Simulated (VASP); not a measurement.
# Pb (Fm-3m) in VASP: notebook

Pb is run at these levels: PBEsol, r2SCAN, LDA, PBE; tasks: single point.

Everything below comes from runs of VASP 6.6.1. Logs are shortened: lines on timing, memory, paths and dates and some standing lists are left out, and cuts for length are marked.

## (1) The cell of the first run

It takes space group Fm-3m (No. 225, cubic). The conventional cell has a = 4.936 Å, b = 4.936 Å, c = 4.936 Å, α = 90.00°, β = 90.00°, γ = 90.00°. Within 4.6 Å of Pb (site symmetry m-3m) lie 12 Pb at 3.49 Å.

## (2) Single point, PBEsol

Input file INCAR:

```
SYSTEM = Pb
  ALGO = Normal
  EDIFF = 1E-7
  ENCUT = 520
  GGA = PS
  ISIF = 2
  ISMEAR = -1
  LASPH = .True.
  LCHARG = .False.
  LREAL = .False.
  LWAVE = .False.
  NBANDS = 13
  NELM = 60
  PREC = Accurate
  SIGMA = 0.05
```

Input file KPOINTS:

```
k-points
0
Gamma
  11 11 11
  0 0 0
```

Input file POSCAR:

```
Pb
1.0
    0.0000000000      2.4679610000      2.4679610000
    2.4679610000      0.0000000000      2.4679610000
    2.4679610000      2.4679610000      0.0000000000
Pb
1
Direct
    0.0000000000      0.0000000000      0.0000000000
```

Potentials or basis: VASP PAW PBE potentials, release 64 (Pb_d).

The run is started by

```bash
$ cat potpaw_PBE.64/Pb_d/POTCAR > POTCAR
$ mpirun -np 1 vasp_std > vasp.out
```

OUTCAR:

```text
SYSTEM = Pb
   EDIFF = 1E-7
   ENCUT = 520
   GGA = PS
   ISIF = 2
   ISMEAR = -1
   LASPH = .True.
   LREAL = .False.
   NELM = 60
   PREC = Accurate

 ion  position               nearest neighbor table
   1  0.000  0.000  0.000-

  LATTYP: Found a face centered cubic cell.
 ALAT       =     4.9359220000

  Lattice vectors:

 A1 = (   0.0000000000,   2.4679610000,   2.4679610000)
 A2 = (   2.4679610000,   0.0000000000,   2.4679610000)
 A3 = (   2.4679610000,   2.4679610000,   0.0000000000)

Analysis of symmetry for initial positions (statically):
=====================================================================
 Subroutine PRICEL returns:
 Original cell was already a primitive cell.

 Routine SETGRP: Setting up the symmetry group for a
 face centered cubic supercell.

 Subroutine GETGRP returns: Found 48 space group operations
 (whereof 48 operations were pure point group operations)
 out of a pool of 48 trial point group operations.

The static configuration has the point symmetry O_h .

Analysis of symmetry for dynamics (positions and initial velocities):
=====================================================================
 Subroutine PRICEL returns:
 Original cell was already a primitive cell.

 Routine SETGRP: Setting up the symmetry group for a
 face centered cubic supercell.

 Subroutine GETGRP returns: Found 48 space group operations
 (whereof 48 operations were pure point group operations)
 out of a pool of 48 trial point group operations.

The dynamic configuration has the point symmetry O_h .

 Subroutine INISYM returns: Found 48 space group operations
 (whereof 48 operations are pure point group operations),
 and found     1 'primitive' translations

----------------------------------------------------------------------------------------

                                     Primitive cell

  volume of cell :      30.0639

  direct lattice vectors                    reciprocal lattice vectors
     0.000000000  2.467961000  2.467961000    -0.202596394  0.202596394  0.202596394
     2.467961000  0.000000000  2.467961000     0.202596394 -0.202596394  0.202596394
     2.467961000  2.467961000  0.000000000     0.202596394  0.202596394 -0.202596394

  length of vectors
     3.490223918  3.490223918  3.490223918     0.350907248  0.350907248  0.350907248

  position of ions in fractional coordinates (direct lattice)
     0.000000000  0.000000000  0.000000000

  ion indices of the primitive-cell ions
   primitive index   ion index
                 1           1

[... 75 lines left out ...]
   IBRION =     -1    ionic relax: 0-MD 1-quasi-New 2-CG
   NFREE  =      0    steps in history (QN), initial steepest desc. (CG)
   ISIF   =      2    stress and relaxation
   ISYM   =      2    0-nonsym 1-usesym 2-fastsym
   POTIM  = 0.5000    time-step for ionic-motion
   TEBEG  =    0.0;   TEEND  =   0.0 temperature during run
   PSTRESS=    0.0 pullay stress
   NELECT =      14.0000    total number of electrons
   NUPDOWN=      -1.0000    fix difference up-down
   EMIN   =  10.00;   EMAX   =-10.00  energy-range for DOS
   EFERMI =   0.00;   METHOD = LEGACY
   ISMEAR =    -1;   SIGMA  =   0.05  broadening in eV -4-tet -1-fermi 0-gaus
   EFERMI_NEDOS =   21; number of points for ismear=-14 and -15
   IALGO  =     38    algorithm
   IMIX   =      4    mixing-type and parameters
     AMIX     =   0.40;   BMIX     =  1.00
     AMIX_MAG =   1.60;   BMIX_MAG =  1.00
  volume/ion in A,a.u.               =      30.06       202.88
  Fermi-wavevector in a.u.,A,eV,Ry     =   1.268925  2.397920 21.907695  1.610170
  Thomas-Fermi vector in A             =   2.401994
   LORBIT       =      0    0 simple, 1 ext, 2 COOP (PROOUT), +10 PAW based schemes
   GGA     = PS    functional components
   LHFCALC =     F    Hartree Fock is set to
   AEXX    =    0.0000 exact exchange contribution
   IVDW    =     0    specifies the selected vdW correction
   LEPSILON=     F    determine dielectric tensor
   LRPA    =     F    only Hartree local field effects (RPA)
 non-spin polarized calculation
  energy-cutoff  :      520.00
  volume of cell :       30.06
 maximum number of plane-waves:       869
 NGX is ok and might be reduce to    28
   NGX = 13   NGY = 13   NGZ = 13

 number of electron      13.9999999 magnetization

 Free energy of the ion-electron system (eV)
  ---------------------------------------------------
  ext. energy  EPLUGINS =         0.00000000
  ---------------------------------------------------
  free energy    TOTEN  =        -4.00469771 eV

  energy without entropy =       -4.00182461  energy(sigma->0) =       -4.00326116

 E-fermi :   7.2726     XC(G=0): -10.3829

 val. band max:        7.2669882322   @ k =   0.3636   0.2727   0.0000
 cond. band min:       7.2911294236   @ k =   0.2727   0.0000   0.0000
 fundamental gap:      0.0241411914
 Fermi energy:         7.2726271564

 k-point     1 :       0.0000    0.0000    0.0000
  band No.  band energies     occupation
      1      -9.8004      2.00000
      2      -9.8004      2.00000
      3      -9.8004      2.00000
      4      -9.6551      2.00000
      5      -9.6551      2.00000
      6      -4.6311      2.00000
      7      14.6749      0.00000
      8      14.6749      0.00000
      9      14.6749      0.00000
     10      16.9661      0.00000
     11      18.6217      0.00000
     12      19.7381      0.00000
     13      19.7381      0.00000
[... 354 lines left out ...]
  band No.  band energies     occupation
      1      -9.7946      2.00000
      2      -9.7659      2.00000
      3      -9.7013      2.00000
      4      -9.6856      2.00000
      5      -9.5829      2.00000
      6      -2.9336      2.00000
      7       8.0126      0.00000
      8       9.7049      0.00000
      9      14.0747      0.00000
     10      16.9157      0.00000
     11      18.3621      0.00000
     12      19.5922      0.00000
     13      20.2353      0.00000

 [... further k-points ...]
[... 5 lines left out ...]
  --------------------------------------------------------------------------------------
  -------------------------------------------------------------------------------------
  Total       -0.0621957     -0.0621957     -0.0621957      0.0000000      0.0000000      0.0000000
  in kB       -3.3145617     -3.3145617     -3.3145617      0.0000000      0.0000000      0.0000000
  external PRESSURE =      -3.3145617 kB  Pullay stress =       0.0000000 kB

 VOLUME and BASIS-vectors are now :
 -----------------------------------------------------------------------------
  energy-cutoff  :      520.00
  volume of cell :       30.06
      direct lattice vectors                 reciprocal lattice vectors
     0.000000000  2.467961000  2.467961000    -0.202596394  0.202596394  0.202596394
     2.467961000  0.000000000  2.467961000     0.202596394 -0.202596394  0.202596394
     2.467961000  2.467961000  0.000000000     0.202596394  0.202596394 -0.202596394

 POSITION                                       TOTAL-FORCE (eV/Angst)
 -----------------------------------------------------------------------------------
      0.00000      0.00000      0.00000         0.000000      0.000000     -0.000000
 -----------------------------------------------------------------------------------
    total drift:                               -0.000000     -0.000000     -0.000000

  FREE ENERGIE OF THE ION-ELECTRON SYSTEM (eV)
  ---------------------------------------------------
  free  energy   TOTEN  =        -4.0046977089 eV

  energy  without entropy=       -4.0018246089  energy(sigma->0) =       -4.00326116
```

OSZICAR:

```text
N       E                     dE             d eps       ncg     rms          rms(c)
DAV:   1     0.105247942853E+03    0.10525E+03   -0.71634E+03  1474   0.128E+03
DAV:   2     0.902813956930E+00   -0.10435E+03   -0.10138E+03  1511   0.307E+02
DAV:   3    -0.390846620883E+01   -0.48113E+01   -0.47958E+01  1814   0.714E+01
DAV:   4    -0.401807938527E+01   -0.10961E+00   -0.10959E+00  1851   0.116E+01
DAV:   5    -0.402235352517E+01   -0.42741E-02   -0.42740E-02  1958   0.205E+00    0.591E-01
DAV:   6    -0.400834929228E+01    0.14004E-01   -0.18271E-02  1874   0.242E+00    0.280E-01
DAV:   7    -0.400491324450E+01    0.34360E-02   -0.74560E-03  1916   0.142E+00    0.927E-02
DAV:   8    -0.400469991570E+01    0.21333E-03   -0.43499E-04  2234   0.351E-01    0.101E-02
DAV:   9    -0.400469786484E+01    0.20509E-05   -0.93318E-06  1904   0.570E-02    0.447E-03
DAV:  10    -0.400469773328E+01    0.13156E-06   -0.73548E-07  1821   0.120E-02    0.160E-04
DAV:  11    -0.400469770892E+01    0.24360E-07   -0.17308E-08  1193   0.130E-03
   1 F= -.40046977E+01 E0= -.40032612E+01  d E =-.287310E-02
```

stdout:

```text
POSCAR found type information on POSCAR Pb
 POSCAR found :  1 types and       1 ions
 scaLAPACK will be used
 -----------------------------------------------------------------------------
|                                                                             |
|                                                                             |
|     You enforced a specific xc type in the INCAR file but a different       |
|     I HOPE YOU KNOW WHAT YOU ARE DOING!                                     |
|                                                                             |
 -----------------------------------------------------------------------------

 LDA part: xc-table for (Slater+PW92), standard interpolation
 POSCAR, INCAR and KPOINTS ok, starting setup
 FFT: planning ... GRIDC
 FFT: planning ... GRID_SOFT
 FFT: planning ... GRID
 WAVECAR not read
 entering main loop
```

Wall time 13 s (1 thread of Intel Xeon Platinum 8488C (Sapphire Rapids), shared host); peak memory 0.17 GiB.

What came out:

- Free energy: -4.0047 eV
- Pressure: -0.3 GPa
- Band gap on the k mesh: zero (band 7 reaches 14.67 eV, above the bottom of band 8 at 5.72 eV)

Caveat: the PAW data sets were made with another functional, which shifts forces and pressure a little; spin-orbit coupling is left out, which moves the levels of the heavy elements.

## (3) Single point, r2SCAN

POSCAR is that of step 2.

Input file INCAR.step1:

```
SYSTEM = Pb
ALGO     = Normal         ! electronic algorithm
EDIFF    = 1E-4           ! SCF threshold, eV
ENCUT    = 520            ! plane-wave cutoff, eV
GGA      = PE             ! functional
ISMEAR   = -1             ! smearing method
LASPH    = .TRUE.         ! aspherical terms in the spheres
LCHARG   = .FALSE.        ! write CHGCAR
LREAL    = .FALSE.        ! projectors in reciprocal space
LWAVE    = .TRUE.         ! write WAVECAR
NBANDS   = 13             ! bands
NELM     = 60             ! most SCF steps
PREC     = Accurate       ! precision mode
SIGMA    = 0.05           ! smearing width, eV
```

Input file INCAR.step2:

```
SYSTEM = Pb
ALGO     = Normal         ! electronic algorithm
EDIFF    = 1E-7           ! SCF threshold, eV
ENCUT    = 520            ! plane-wave cutoff, eV
ISIF     = 2              ! what is computed and relaxed
ISMEAR   = -1             ! smearing method
ISTART   = 1            
LASPH    = .TRUE.         ! aspherical terms in the spheres
LCHARG   = .FALSE.        ! write CHGCAR
LMIXTAU  = .TRUE.       
LREAL    = .FALSE.        ! projectors in reciprocal space
LWAVE    = .FALSE.        ! write WAVECAR
METAGGA  = R2SCAN         ! meta-GGA
NBANDS   = 13             ! bands
NELM     = 60             ! most SCF steps
PREC     = Accurate       ! precision mode
SIGMA    = 0.05           ! smearing width, eV
```

Input file KPOINTS:

```
k-points
0
G
  11 11 11
  0 0 0
```

Potentials or basis: VASP PAW PBE potentials, release 64 (Pb_d).

The run is started by

```bash
$ cat potpaw_PBE.64/Pb_d/POTCAR > POTCAR
$ cp INCAR.step1 INCAR
$ mpirun -np 1 vasp_std > vasp.out
$ cp INCAR.step2 INCAR
$ mpirun -np 1 vasp_std > vasp.out
```

OUTCAR:

```text
SYSTEM = Pb
   EDIFF = 1E-7
   ENCUT = 520
   ISIF = 2
   ISMEAR = -1
   ISTART = 1
   LASPH = .TRUE.
   LREAL = .FALSE.
   METAGGA = R2SCAN
   NELM = 60
   PREC = Accurate

 ion  position               nearest neighbor table
   1  0.000  0.000  0.000-

  LATTYP: Found a face centered cubic cell.
 ALAT       =     4.9359220000

  Lattice vectors:

 A1 = (   0.0000000000,   2.4679610000,   2.4679610000)
 A2 = (   2.4679610000,   0.0000000000,   2.4679610000)
 A3 = (   2.4679610000,   2.4679610000,   0.0000000000)

Analysis of symmetry for initial positions (statically):
[... 553 lines left out ...]
      6      -3.2559      2.00000
      7       8.2463      0.00000
      8       9.9431      0.00000
      9      14.4796      0.00000
     10      17.7210      0.00000
     11      19.1437      0.00000
     12      20.4127      0.00000
     13      21.1948      0.00000

 [... further k-points ...]
[... 5 lines left out ...]
  --------------------------------------------------------------------------------------
  -------------------------------------------------------------------------------------
  Total        0.2842198      0.2842198      0.2842198     -0.0000000      0.0000000      0.0000000
  in kB       15.1467726     15.1467726     15.1467726     -0.0000000      0.0000000      0.0000000
  external PRESSURE =      15.1467726 kB  Pullay stress =       0.0000000 kB

 VOLUME and BASIS-vectors are now :
 -----------------------------------------------------------------------------
  energy-cutoff  :      520.00
  volume of cell :       30.06
      direct lattice vectors                 reciprocal lattice vectors
     0.000000000  2.467961000  2.467961000    -0.202596394  0.202596394  0.202596394
     2.467961000  0.000000000  2.467961000     0.202596394 -0.202596394  0.202596394
     2.467961000  2.467961000  0.000000000     0.202596394  0.202596394 -0.202596394

 POSITION                                       TOTAL-FORCE (eV/Angst)
 -----------------------------------------------------------------------------------
      0.00000      0.00000      0.00000         0.000000      0.000000     -0.000000
 -----------------------------------------------------------------------------------
    total drift:                               -0.000000     -0.000000     -0.000000

  FREE ENERGIE OF THE ION-ELECTRON SYSTEM (eV)
  ---------------------------------------------------
  free  energy   TOTEN  =       -56.2801424267 eV

  energy  without entropy=      -56.2771950179  energy(sigma->0) =      -56.27866872
```

Run time: 68 s. Hardware: 1 thread of Intel Xeon Platinum 8488C (Sapphire Rapids), shared host; peak memory 0.17 GiB.

What came out:

```yaml
Free_energy: -56.2801 eV
Pressure: 1.5 GPa
Band_gap_on_the_k_mesh: zero (band 7 reaches 15.13 eV, above the bottom of band 8 at 5.82 eV)
```

Caveat: the PAW data sets were made with another functional, which shifts forces and pressure a little; spin-orbit coupling is left out, which moves the levels of the heavy elements.

(Continued in part 2 of 3.)
